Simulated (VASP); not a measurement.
A run of VASP 6.6.1:

Contents of INCAR:

```
SYSTEM = TiO
PREC = Accurate ; ENCUT = 520
EDIFF = 1E-6 ; ISMEAR = 0
SIGMA = 0.1 ; LREAL = .False.
LASPH = .True. ; NELM = 60
ALGO = Normal ; ISIF = 2
LWAVE = .False. ; LCHARG = .False.
GGA = PS ; NBANDS = 16
```

File KPOINTS:

```
Automatic mesh
0
Gamma
  18 18 16
  0 0 0
```

File POSCAR:

```
TiO
1.0
    2.7586363819      0.0000000000      0.0000000000
   -1.3793181909      2.3890491865      0.0000000000
    0.0000000000      0.0000000000      2.7700175417
Ti O
1 1
Direct
    0.6666666667      0.3333333333      0.0000000000
    0.0000000000      0.0000000000      0.5000000000
```

Potentials or basis: VASP PAW PBE potentials, release 64 (Ti_sv, O).

Command:

```console
$ cat potpaw_PBE.64/Ti_sv/POTCAR potpaw_PBE.64/O/POTCAR > POTCAR
$ mpirun -np 1 vasp_std > vasp.out
```

Hardware: 1 thread of Intel(R) Xeon(R) Platinum 8488C (Sapphire Rapids), on a shared host.

How long does it take, and how much memory?

Wall time 58 s on 1 thread of Intel(R) Xeon(R) Platinum 8488C (Sapphire Rapids), with other jobs on the host, peak memory 0.22 GiB. Counts: scf iterations 14, k points 333.
